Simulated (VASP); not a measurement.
# InSb (I-4m2) in VASP: a series of runs

InSb is run at these levels: LDA; tasks: single point.

Everything below comes from runs of VASP 6.6.1. Logs are shortened: lines on timing, memory, paths and dates and some standing lists are left out, and cuts for length are marked.

**1. The cell of the first run**

It takes space group I-4m2 (No. 119, tetragonal). The conventional cell has a = 4.443 Å, b = 4.443 Å, c = 6.478 Å, α = 90.00°, β = 90.00°, γ = 90.00°. In (site symmetry -4m2) has 4 Sb at 2.75 Å within 3.6 Å. Within 3.6 Å of Sb (site symmetry -4m2) lie 4 In at 2.75 Å.

**2. Single point, LDA (equal xx and yy strain of -3 %)**

Contents of INCAR:

```
PREC     = Accurate       # precision mode
ENCUT    = 520            # plane-wave cutoff, eV
EDIFF    = 1E-6           # SCF threshold, eV
ISMEAR   = -1             # smearing method
SIGMA    = 0.03           # smearing width, eV
LREAL    = F              # projectors in reciprocal space
LASPH    = T              # aspherical terms in the spheres
NELM     = 60             # most SCF steps
ALGO     = Normal         # electronic algorithm
ISIF     = 2              # what is computed and relaxed
LWAVE    = F              # write WAVECAR
LCHARG   = F              # write CHGCAR
NBANDS   = 16             # bands
```

Contents of KPOINTS:

```
regular mesh
0
Gamma
  10 10 10
```

Contents of POSCAR:

```
InSb
1.0
    0.0000000000      3.1419270000      3.2391000000
    3.1419270000      0.0000000000      3.2391000000
    3.1419270000      3.1419270000      0.0000000000
In Sb
1 1
Direct
    0.0000000000      0.0000000000      0.0000000000
    0.7500000000      0.7500000000      0.7500000000
```

Potentials or basis: VASP PAW LDA potentials, release 64 (In_d, Sb).

On the command line:

```
> cat potpaw_LDA.64/In_d/POTCAR potpaw_LDA.64/Sb/POTCAR > POTCAR
> mpirun -np 1 vasp_std > vasp.out
```

OUTCAR:

```text
PREC = Accurate
   ENCUT = 520
   EDIFF = 1E-6
   ISMEAR = -1
   LREAL = F
   LASPH = T
   NELM = 60
   ISIF = 2

 ion  position               nearest neighbor table
   1  0.000  0.000  0.000-   2 2.75   2 2.75   2 2.75   2 2.75
   2  0.750  0.750  0.750-   1 2.75   1 2.75   1 2.75   1 2.75

  LATTYP: Found a body centered tetragonal cell.
 ALAT       =     4.4433557754
 C/A-ratio  =     1.4579521262

  Lattice vectors:

 A1 = (  -3.1419270000,   0.0000000000,   3.2391000000)
 A2 = (   3.1419270000,   0.0000000000,   3.2391000000)
 A3 = (   0.0000000000,   3.1419270000,  -3.2391000000)

Analysis of symmetry for initial positions (statically):
=====================================================================
 Subroutine PRICEL returns:
 Original cell was already a primitive cell.

 Routine SETGRP: Setting up the symmetry group for a
 body centered tetragonal supercell.

 Subroutine GETGRP returns: Found  8 space group operations
 (whereof  8 operations were pure point group operations)
 out of a pool of 16 trial point group operations.

The static configuration has the point symmetry D_2d.

Analysis of symmetry for dynamics (positions and initial velocities):
=====================================================================
 Subroutine PRICEL returns:
 Original cell was already a primitive cell.

 Routine SETGRP: Setting up the symmetry group for a
 body centered tetragonal supercell.

 Subroutine GETGRP returns: Found  8 space group operations
 (whereof  8 operations were pure point group operations)
 out of a pool of 16 trial point group operations.

The dynamic configuration has the point symmetry D_2d.

 Subroutine INISYM returns: Found  8 space group operations
 (whereof  8 operations are pure point group operations),
 and found     1 'primitive' translations

----------------------------------------------------------------------------------------

                                     Primitive cell

  volume of cell :      63.9509

  direct lattice vectors                    reciprocal lattice vectors
     0.000000000  3.141927000  3.239100000    -0.159138007  0.159138007  0.154363867
     3.141927000  0.000000000  3.239100000     0.159138007 -0.159138007  0.154363867
     3.141927000  3.141927000  0.000000000     0.159138007  0.159138007 -0.154363867

  length of vectors
     4.512590618  4.512590618  4.443355775     0.272906602  0.272906602  0.272906602

  position of ions in fractional coordinates (direct lattice)
     0.000000000  0.000000000  0.000000000
     0.750000000  0.750000000  0.750000000

  ion indices of the primitive-cell ions
   primitive index   ion index
                 1           1
                 2           2

----------------------------------------------------------------------------------------

 KPOINTS: regular mesh

Automatic generation of k-mesh.
 Grid dimensions read from file:
 generate k-points for:   10   10   10

 Generating k-lattice:

  Cartesian coordinates                     Fractional coordinates (reciprocal lattice)
    -0.015913801  0.015913801  0.015436387     0.100000000 -0.000000000  0.000000000
     0.015913801 -0.015913801  0.015436387    -0.000000000  0.100000000  0.000000000
     0.015913801  0.015913801 -0.015436387     0.000000000  0.000000000  0.100000000

  Length of vectors
     0.027290660  0.027290660  0.027290660

  Shift w.r.t. Gamma in fractional coordinates (k-lattice)
     0.000000000  0.000000000  0.000000000

 Subroutine IBZKPT returns following result:
 ===========================================

 Found    102 irreducible k-points:

 Following reciprocal coordinates:
            Coordinates               Weight
  0.000000  0.000000  0.000000      1.000000
  0.100000  0.000000  0.000000      8.000000
  0.200000  0.000000  0.000000      8.000000
  0.300000  0.000000  0.000000      8.000000
  0.400000  0.000000  0.000000      8.000000
  0.500000  0.000000  0.000000      4.000000
[... 16 lines left out ...]
  0.300000  0.300000  0.000000      2.000000
  0.400000  0.300000  0.000000      8.000000
 [... further k-points ...]
   k-points           NKPTS =    102   k-points in BZ     NKDIM =    102   number of bands    NBANDS=     16
   number of dos      NEDOS =    301   number of ions     NIONS =      2
   total plane-waves  NPLWV =  46656
   dimension x,y,z NGX =    36 NGY =   36 NGZ =   36
   dimension x,y,z NGXF=    72 NGYF=   72 NGZF=   72
   ions per type =               1   1
   NGX,Y,Z   is equivalent  to a cutoff of  13.26, 13.26, 13.47 a.u.
   NGXF,Y,Z  is equivalent  to a cutoff of  26.53, 26.53, 26.94 a.u.
 SYSTEM =  unknown system
   PREC   = accura    normal or accurate (medium, high low for compatibility)
   ISTART =      0    job   : 0-new  1-cont  2-samecut
   ICHARG =      2    charge: 1-file 2-atom 10-const
   ISPIN  =      1    spin polarized calculation?
   LNONCOLLINEAR =      F non collinear calculations
   LSORBIT =      F    spin-orbit coupling
   LASPH  =      T    aspherical Exc in radial PAW
   ENCUT  =  520.0 eV  38.22 Ry    6.18 a.u.   8.39  8.39  8.26*2*pi/ulx,y,z
   NELM   =     60;   NELMIN=  2; NELMDL= -5     # of ELM steps
   EDIFF  = 0.1E-05   stopping-criterion for ELM
   LREAL  =      F    real-space projection
   EDIFFG = 0.1E-04   stopping-criterion for IOM
   NSW    =      0    number of steps for IOM
   IBRION =     -1    ionic relax: 0-MD 1-quasi-New 2-CG
   NFREE  =      0    steps in history (QN), initial steepest desc. (CG)
   ISIF   =      2    stress and relaxation
   ISYM   =      2    0-nonsym 1-usesym 2-fastsym
   POTIM  = 0.5000    time-step for ionic-motion
   TEBEG  =    0.0;   TEEND  =   0.0 temperature during run
   PSTRESS=    0.0 pullay stress
   NELECT =      18.0000    total number of electrons
   NUPDOWN=      -1.0000    fix difference up-down
   EMIN   =  10.00;   EMAX   =-10.00  energy-range for DOS
   EFERMI =   0.00;   METHOD = LEGACY
   ISMEAR =    -1;   SIGMA  =   0.03  broadening in eV -4-tet -1-fermi 0-gaus
   EFERMI_NEDOS =   21; number of points for ismear=-14 and -15
   IALGO  =     38    algorithm
   IMIX   =      4    mixing-type and parameters
     AMIX     =   0.40;   BMIX     =  1.00
     AMIX_MAG =   1.60;   BMIX_MAG =  1.00
  volume/ion in A,a.u.               =      31.98       215.78
[... 37 lines left out ...]
      3      -9.1375      2.00000
      4      -9.0342      2.00000
      5      -9.0331      2.00000
      6      -5.6103      2.00000
[... 8 lines left out ...]
     15      13.6872      0.00000
     16      13.9611      0.00000

 k-point     2 :       0.1000    0.0000    0.0000
  band No.  band energies     occupation
      1      -9.1464      2.00000
      2      -9.1378      2.00000
      3      -9.1349      2.00000
      4      -9.0346      2.00000
      5      -9.0331      2.00000
      6      -5.5103      2.00000
[... 8 lines left out ...]
     15      13.0114      0.00000
     16      13.3891      0.00000

 k-point     3 :       0.2000    0.0000    0.0000
  band No.  band energies     occupation
      1      -9.1622      2.00000
      2      -9.1316      2.00000
      3      -9.1282      2.00000
      4      -9.0354      2.00000
      5      -9.0330      2.00000
      6      -5.2209      2.00000
[... 8 lines left out ...]
     15      12.7671      0.00000
     16      12.9158      0.00000

 k-point     4 :       0.3000    0.0000    0.0000
  band No.  band energies     occupation
      1      -9.1819      2.00000
      2      -9.1242      2.00000
      3      -9.1208      2.00000
      4      -9.0355      2.00000
      5      -9.0318      2.00000
      6      -4.7832      2.00000
[... 8 lines left out ...]
     15      13.1045      0.00000
     16      13.1102      0.00000

 k-point     5 :       0.4000    0.0000    0.0000
  band No.  band energies     occupation
      1      -9.1976      2.00000
      2      -9.1190      2.00000
      3      -9.1155      2.00000
      4      -9.0348      2.00000
      5      -9.0300      2.00000
      6      -4.3112      2.00000
[... 8 lines left out ...]
     15      13.9274      0.00000
     16      14.0774      0.00000

 k-point     6 :       0.5000    0.0000    0.0000
  band No.  band energies     occupation
      1      -9.2036      2.00000
      2      -9.1172      2.00000
      3      -9.1137      2.00000
      4      -9.0343      2.00000
      5      -9.0290      2.00000
      6      -4.0772      2.00000
[... 8 lines left out ...]
     15      14.7365      0.00000
     16      14.9461      0.00000

 k-point     7 :       0.1000    0.1000    0.0000
  band No.  band energies     occupation
      1      -9.1538      2.00000
      2      -9.1324      2.00000
      3      -9.1324      2.00000
      4      -9.0345      2.00000
      5      -9.0334      2.00000
      6      -5.4814      2.00000
[... 8 lines left out ...]
     15      12.1769      0.00000
     16      14.2754      0.00000

 k-point     8 :       0.2000    0.1000    0.0000
  band No.  band energies     occupation
      1      -9.1664      2.00000
      2      -9.1278      2.00000
      3      -9.1258      2.00000
      4      -9.0359      2.00000
      5      -9.0329      2.00000
      6      -5.2586      2.00000
[... 8 lines left out ...]
     15      12.8064      0.00000
     16      13.7828      0.00000

 k-point     9 :       0.3000    0.1000    0.0000
  band No.  band energies     occupation
      1      -9.1824      2.00000
      2      -9.1227      2.00000
      3      -9.1181      2.00000
      4      -9.0361      2.00000
      5      -9.0327      2.00000
      6      -4.8694      2.00000
[... 8 lines left out ...]
     15      13.1681      0.00000
     16      13.7328      0.00000
[... 172 lines left out ...]
 k-point    19 :       0.5000    0.2000    0.0000
  band No.  band energies     occupation
      1      -9.2129      2.00000
      2      -9.1088      2.00000
      3      -9.1021      2.00000
      4      -9.0385      2.00000
      5      -9.0321      2.00000
      6      -3.9263      2.00000
[... 8 lines left out ...]
     15      14.7842      0.00000
     16      14.9476      0.00000

 k-point    20 :      -0.4000    0.2000    0.0000
  band No.  band energies     occupation
      1      -9.2120      2.00000
      2      -9.1100      2.00000
      3      -9.1039      2.00000
      4      -9.0353      2.00000
      5      -9.0347      2.00000
      6      -3.8422      2.00000
[... 8 lines left out ...]
     15      13.6740      0.00000
     16      14.3480      0.00000

 k-point    21 :      -0.3000    0.2000    0.0000
  band No.  band energies     occupation
      1      -9.2038      2.00000
      2      -9.1127      2.00000
      3      -9.1096      2.00000
      4      -9.0384      2.00000
      5      -9.0319      2.00000
      6      -4.1658      2.00000
[... 8 lines left out ...]
     15      13.7140      0.00000
     16      15.0057      0.00000

 k-point    22 :      -0.2000    0.2000    0.0000
  band No.  band energies     occupation
      1      -9.1899      2.00000
      2      -9.1177      2.00000
      3      -9.1175      2.00000
      4      -9.0393      2.00000
      5      -9.0309      2.00000
      6      -4.6188      2.00000
[... 8 lines left out ...]
     15      13.8428      0.00000
     16      14.4975      0.00000

 k-point    23 :       0.3000    0.3000    0.0000
  band No.  band energies     occupation
      1      -9.2103      2.00000
      2      -9.1019      2.00000
      3      -9.1019      2.00000
      4      -9.0469      2.00000
      5      -9.0284      2.00000
      6      -4.5219      2.00000
[... 8 lines left out ...]
     15      14.9950      0.00000
     16      15.1781      0.00000

 k-point    24 :       0.4000    0.3000    0.0000
  band No.  band energies     occupation
      1      -9.2212      2.00000
      2      -9.0967      2.00000
      3      -9.0950      2.00000
      4      -9.0488      2.00000
      5      -9.0278      2.00000
      6      -4.1391      2.00000
[... 8 lines left out ...]
     15      15.3392      0.00000
     16      15.6437      0.00000

 [... further k-points ...]

------------------------ aborting loop because EDIFF is reached ----------------------------------------

  FORCE on cell =-STRESS in cart. coord.  units (eV):
  Direction    XX          YY          ZZ          XY          YZ          ZX
  --------------------------------------------------------------------------------------
  -------------------------------------------------------------------------------------
  Total        1.1585945      1.1585945      0.7887053      0.0000000      0.0000000      0.0000000
  in kB       29.0265554     29.0265554     19.7596307      0.0000000      0.0000000      0.0000000
  external PRESSURE =      25.9375805 kB  Pullay stress =       0.0000000 kB

 VOLUME and BASIS-vectors are now :
 -----------------------------------------------------------------------------
  energy-cutoff  :      520.00
  volume of cell :       63.95
      direct lattice vectors                 reciprocal lattice vectors
     0.000000000  3.141927000  3.239100000    -0.159138007  0.159138007  0.154363867
     3.141927000  0.000000000  3.239100000     0.159138007 -0.159138007  0.154363867
     3.141927000  3.141927000  0.000000000     0.159138007  0.159138007 -0.154363867

 POSITION                                       TOTAL-FORCE (eV/Angst)
 -----------------------------------------------------------------------------------
      0.00000      0.00000      0.00000        -0.000000     -0.000000      0.000000
      4.71289      4.71289      4.85865         0.000000      0.000000      0.000000
 -----------------------------------------------------------------------------------
    total drift:                                0.000000      0.000000     -0.000000

  FREE ENERGIE OF THE ION-ELECTRON SYSTEM (eV)
  ---------------------------------------------------
  free  energy   TOTEN  =        -8.1860535536 eV

  energy  without entropy=       -8.1859335967  energy(sigma->0) =       -8.18599358
```

Run time: 36 s. Hardware: 1 thread of Intel Xeon 6975P-C (Granite Rapids), shared host; peak memory 0.24 GiB.

What came out:

* Free energy: -8.1861 eV
* Pressure: 2.6 GPa
* Band gap on the k mesh: zero (filled and empty bands touch)

Stress tensor (GPa, compression positive):
```
2.90 0.00 0.00
0.00 2.90 0.00
0.00 0.00 1.98
```

Caveat: the cell differs from its parent crystal (equal xx and yy strain of -3 %); spin-orbit coupling is left out, which moves the levels of the heavy elements.

**3. Single point, LDA (equal xx and yy strain of -1 %)**

Contents of INCAR:

```
PREC = Accurate ; ENCUT = 520
EDIFF = 1E-6 ; ISMEAR = -1
SIGMA = 0.03 ; LREAL = False
LASPH = True ; NELM = 80
ALGO = Normal ; ISIF = 2
LWAVE = False ; LCHARG = False
NBANDS = 16
```

KPOINTS is that of step 2.

Contents of POSCAR:

```
InSb
1.0
    0.0000000000      3.2067090000      3.2391000000
    3.2067090000      0.0000000000      3.2391000000
    3.2067090000      3.2067090000      0.0000000000
In Sb
1 1
Direct
    0.0000000000      0.0000000000      0.0000000000
    0.7500000000      0.7500000000      0.7500000000
```

Potentials or basis: VASP PAW LDA potentials, release 64 (In_d, Sb).

On the command line:

```
> cat potpaw_LDA.64/In_d/POTCAR potpaw_LDA.64/Sb/POTCAR > POTCAR
> mpirun -np 1 vasp_std > vasp.out
```

Run time: 37 s. Hardware: 1 thread of Intel Xeon 6975P-C (Granite Rapids), shared host; peak memory 0.26 GiB.

The run converged. Its results:

| Quantity | Value |
| --- | --- |
| Free energy | -8.2144 eV |
| Pressure | 0.4 GPa |
| Band gap on the k mesh | zero (filled and empty bands touch) |

Stress tensor (GPa, compression positive):
```
0.52 0.00 0.00
0.00 0.52 0.00
0.00 0.00 0.22
```

Levels at points of the mesh, in eV from the Fermi level:
```csv
k point,band 5,band 6,band 7,band 8,band 9,band 10,band 11,band 12,band 13,band 14
"(0.00, 0.00, 0.00)",-14.54,-10.93,-0.28,-0.06,-0.01,-0.01,2.87,2.87,2.89,5.53
"(0.50, 0.00, 0.00)",-14.54,-9.51,-5.80,-1.11,-1.04,0.43,3.72,3.77,5.90,8.20
"(0.50, 0.50, 0.00)",-14.53,-8.89,-6.13,-2.34,-2.34,1.22,1.26,8.13,8.13,8.71
"(0.50, 0.00, 0.50)",-14.53,-8.86,-6.08,-2.39,-2.39,1.17,1.19,8.11,8.15,8.77
```

Caveat: the cell differs from its parent crystal (equal xx and yy strain of -1 %); spin-orbit coupling is left out, which moves the levels of the heavy elements.

**4. Single point, LDA (equal xx and yy strain of +2 %)**

Contents of INCAR:

```
PREC = Accurate ; ENCUT = 520
EDIFF = 1E-6 ; ISMEAR = -1
SIGMA = 0.03 ; LREAL = F
LASPH = T ; NELM = 60
ALGO = Normal ; ISIF = 2
LWAVE = F ; LCHARG = F
NBANDS = 16
```

Contents of KPOINTS:

```
Automatic mesh
0
Gamma
  10 10 10
```

Contents of POSCAR:

```
InSb
1.0
    0.0000000000      3.3038820000      3.2391000000
    3.3038820000      0.0000000000      3.2391000000
    3.3038820000      3.3038820000      0.0000000000
In Sb
1 1
Direct
    0.0000000000      0.0000000000      0.0000000000
    0.7500000000      0.7500000000      0.7500000000
```

On the command line:

```
> cat potpaw_LDA.64/In_d/POTCAR potpaw_LDA.64/Sb/POTCAR > POTCAR
> mpirun -np 1 vasp_std > vasp.out
```

Wall time 34 s (1 thread of Intel Xeon 6975P-C (Granite Rapids), shared host); peak memory 0.25 GiB.

The run converged. Its results:

```yaml
Free_energy: -8.1905 eV
Pressure: -2.1 GPa
Band_gap_on_the_k_mesh: 0.09 eV, direct
```

Stress tensor (GPa, compression positive):
```
-2.29  0.00  0.00
 0.00 -2.29  0.00
 0.00  0.00 -1.73
```

Levels at points of the mesh, in eV from the valence-band top:
| k point | band 6 | band 7 | band 8 | band 9 | band 10 | band 11 | band 12 | band 13 |
| --- | --- | --- | --- | --- | --- | --- | --- | --- |
| (0.00, 0.00, 0.00) | -10.50 | -0.56 | 0.00 | 0.00 | 0.09 | 2.92 | 2.96 | 2.96 |
| (0.50, 0.00, 0.00) | -9.23 | -5.47 | -0.98 | -0.86 | 0.38 | 3.74 | 3.84 | 5.99 |
| (0.50, 0.50, 0.00) | -8.63 | -5.73 | -2.18 | -2.18 | 1.21 | 1.28 | 7.85 | 7.85 |
| (0.50, 0.00, 0.50) | -8.68 | -5.81 | -2.09 | -2.08 | 1.35 | 1.37 | 7.78 | 7.86 |

Caveat: the cell differs from its parent crystal (equal xx and yy strain of +2 %); spin-orbit coupling is left out, which moves the levels of the heavy elements. A k mesh can miss the band edges.

**5. Overview**

```csv
cell,gap on the mesh (eV),pressure (GPa)
"a = 4.513, b = 4.513, c = 4.443 Å, angles 60.5, 60.5, 59.0°, 2 atoms",none,2.6
"a = 4.558, b = 4.558, c = 4.535 Å, angles 60.2, 60.2, 59.7°, 2 atoms",none,0.4
"a = 4.627, b = 4.627, c = 4.672 Å, angles 59.7, 59.7, 60.7°, 2 atoms",0.09,-2.1
```

Alike in all rows: task single point; level LDA; potentials or basis VASP PAW LDA potentials, release 64 (In_d, Sb); no spin polarisation; k mesh 10 × 10 × 10; cutoff (eV) 520; smearing fermi-dirac 0.03 eV.

Caveats: spin-orbit coupling is left out, which moves the levels of the heavy elements.

Total energies depend on the potentials used, so only differences within one code and one set of settings carry meaning.
